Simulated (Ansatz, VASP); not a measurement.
## Ag: VASP beside Ansatz

The input INCAR:

```
SYSTEM = Ag
PREC = Accurate ; ENCUT = 520
EDIFF = 1E-7 ; ISMEAR = 0
SIGMA = 0.15 ; LREAL = .False.
LASPH = .True. ; NELM = 80
ALGO = Fast ; ISIF = 2
LWAVE = .False. ; LCHARG = .False.
GGA = PE ; NBANDS = 18
```

File KPOINTS:

```
Automatic mesh
0
Gamma
  16 16 12
  0 0 0
```

Contents of POSCAR:

```
Ag
1.0
    0.0000000000     -2.0431000000     -2.0431000000
    0.0000000000      2.0431000000     -2.0431000000
    4.0862000000      0.0000000000      0.0000000000
Ag
2
Direct
    0.5110126768      0.4889873232      0.5000000000
   -0.0110126768      0.0110126768      0.0000000000
```

Input for Ansatz:

```yaml
crystal:
  lattice:
    - [0.0, -2.0431, -2.0431]
    - [0.0, 2.0431, -2.0431]
    - [4.0862, 0.0, 0.0]
  atoms:
    - { symbol: Ag, position: [0.5110126768, 0.4889873232, 0.5] }
    - { symbol: Ag, position: [-0.0110126768, 0.0110126768, 0.0] }
basis:
  ecutwfc: 420
kpoints:
  mp_grid: { grid: [16, 16, 12] }
hamiltonian:
  xc: pbe
scf:
  occupations: { method: gaussian, width: 0.15 }
output:
  forces: true
  stress: true
  eigenvalues: true
  write_density: true
  write_potential: true
  elf: true
  volumetric_format: npy
```

Change from the starting cell: mode 4 (117.4 1/cm) frozen in, largest displacement +0.045 Å.

Alike in both runs: task single point; functional PBE; k mesh 16 × 16 × 12; occupations gaussian, width 0.15 eV; no spin polarisation.

|  | VASP | Ansatz |
| --- | --- | --- |
| version | VASP 6.6.1 | Ansatz 0.2.0 |
| potentials or method | VASP PAW PBE potentials, release 64 (Ag), cutoff 520 eV | scalar-relativistic, plane waves, PAW |
| valence electrons in the cell | 22 | 38 |

```csv
,VASP,Ansatz,Ansatz less VASP
gap on the k mesh at the Fermi level (eV),none,none,-
pressure (GPa),4.7,4.9,+0.17
"traceless stress, the component that is largest in VASP (GPa)",0.15,0.15,+0.003
rms of the force components (eV/Å),0.142,0.143,+0.0011
```

Atom by atom the forces differ by 0.001 eV/Å (rms over components). A gap of «none» marks a metal or a gap that the smearing closes. VASP's potentials hold 22 valence electrons a cell and Ansatz's 38, so a difference there can come from the potentials and not from the codes.
